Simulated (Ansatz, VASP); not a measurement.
## SrCl2: VASP beside Ansatz

File POSCAR:

```
SrCl2
1.0
    2.0023140014      1.1560365277      6.3313700558
   -2.0023140014      1.1560365277      6.3313700558
    0.0000000000     -2.3120730554      6.3313700558
Sr Cl
1 2
Direct
    0.0000787938      0.0000787938      0.0000787938
    0.4226284405      0.4226284405      0.4226284405
    0.2439594324      0.2439594324      0.2439594324
```

The input INCAR.step1:

```
ALGO = Normal
EDIFF = 1E-4
ENCUT = 520
GGA = PE
ISMEAR = 0
LASPH = T
LCHARG = F
LREAL = F
LWAVE = T
NBANDS = 19
NELM = 80
PREC = Accurate
SIGMA = 0.01
```

INCAR.step2

```
ALGO = Normal
EDIFF = 1E-7
ENCUT = 520
ISIF = 2
ISMEAR = 0
ISTART = 1
LASPH = T
LCHARG = T
LELF = T
LMIXTAU = T
LREAL = F
LVHAR = T
LWAVE = F
METAGGA = R2SCAN
NBANDS = 19
NELM = 80
PREC = Accurate
SIGMA = 0.01
```

Contents of KPOINTS:

```
k-points
0
Gamma
  8 8 8
```

Input for Ansatz:

```yaml
crystal:
  lattice:
    - [2.0023140014, 1.1560365277, 6.3313700558]
    - [-2.0023140014, 1.1560365277, 6.3313700558]
    - [0.0, -2.3120730554, 6.3313700558]
  atoms:
    - { symbol: Sr, position: [7.87938e-05, 7.87938e-05, 7.87938e-05] }
    - { symbol: Cl, position: [0.4226284405, 0.4226284405, 0.4226284405] }
    - { symbol: Cl, position: [0.2439594324, 0.2439594324, 0.2439594324] }
kpoints:
  mp_grid: { grid: [8, 8, 8] }
  band_path:
    path:
      - [0.0, 0.0, 0.0]
      - [-0.5, -0.5, -0.5]
      - [-0.5, -0.192351301, -0.807648699]
      - [-0.192351301, 0.192351301, -0.5]
      - [0.0, 0.0, -0.5]
      - [0.0, 0.3461756505, -0.3461756505]
      - [-0.3461756505, 0.0, -0.6538243495]
      - [-0.5, 0.0, -0.5]
    npoints: 1
hamiltonian:
  xc: r2scan
scf:
  occupations: { method: fixed }
  n_extra_bands: 4
output:
  forces: true
  stress: true
  eigenvalues: true
```

Change from the starting cell: epitaxial_xy strain -4.0%.

Alike in both runs: task single point; functional r2SCAN; k mesh 8 × 8 × 8; no spin polarisation.

|  | VASP | Ansatz |
| --- | --- | --- |
| version | VASP 6.6.1 | Ansatz 0.2.0 |
| potentials or method | VASP PAW PBE potentials, release 64 (Sr_sv, Cl) | plane waves, PAW |
| plane-wave cutoff (eV) | 520 | 500 |
| occupations | gaussian, width 0.01 eV | fixed |
| valence electrons in the cell | 24 | 24 |

VASP gave:

- gap on the k mesh at the Fermi level (eV): 5.00
- pressure (GPa): 2.5
- traceless stress, the component that is largest in VASP (GPa): -1.84
- rms of the force components (eV/Å): 0.005

Task: Which values does Ansatz return?

Result: gap on the k mesh at the Fermi level (eV): 5.00; pressure (GPa): 2.5; traceless stress, the component that is largest in VASP (GPa): -1.84; rms of the force components (eV/Å): 0.007.

VASP's potentials were made for PBE, not for r2SCAN. Atom by atom the forces differ by 0.011 eV/Å (rms over components).
